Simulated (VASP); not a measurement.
Crystal: WC.

```
W C
1.0
     0.00000    2.19268    2.19268
     2.19268    0.00000    2.19268
     2.19268    2.19268    0.00000
W C
1 1
Direct
  0.00000 0.00000 0.00000
  0.50000 0.50000 0.50000
```

```yaml
Program: VASP 6.6.1
Task: relaxation of cell and atoms
Functional: RPBE
Dispersion: D3(BJ)
Potentials_or_basis: VASP PAW PBE potentials, release 64 (W_sv, C)
Cutoff: 600 eV
k_mesh: 10 × 10 × 10
Occupations: fermi-dirac, width 0.05 eV
Spin: no spin polarisation
```

At the start: pressure -38.9 GPa; volume 10.54 Å³/atom.

Question: Where does the relaxation end?

Answer: Over 5 steps the energy falls by 134.6 meV/atom and the volume is 9.53 Å³/atom (-9.6 %); space group Fm-3m (No. 225, to 0.05 Å).

The path:
| step | energy change (eV) | largest force (eV/Å) | pressure (GPa) | volume (Å³) |
| --- | --- | --- | --- | --- |
| 1 | 0.0000 | 0.0000 | -38.93 | 21.08 |
| 2 | 2.7587 | 0.0000 | 256.10 | 14.19 |
| 3 | -0.2650 | 0.0000 | -5.66 | 19.29 |
| 4 | -0.2688 | 0.0000 | -1.74 | 19.13 |
| 5 | -0.2692 | 0.0000 | 0.01 | 19.06 |

Final structure:
```xyz
2
Lattice="0.0000 2.1200 2.1200 2.1200 0.0000 2.1200 2.1200 2.1200 0.0000" Properties=species:S:1:pos:R:3 pbc="T T T"
W     0.0000    0.0000    0.0000
C     2.1200    2.1200    2.1200
```

Caveat: the PAW data sets were made with another functional, which shifts forces and pressure a little.
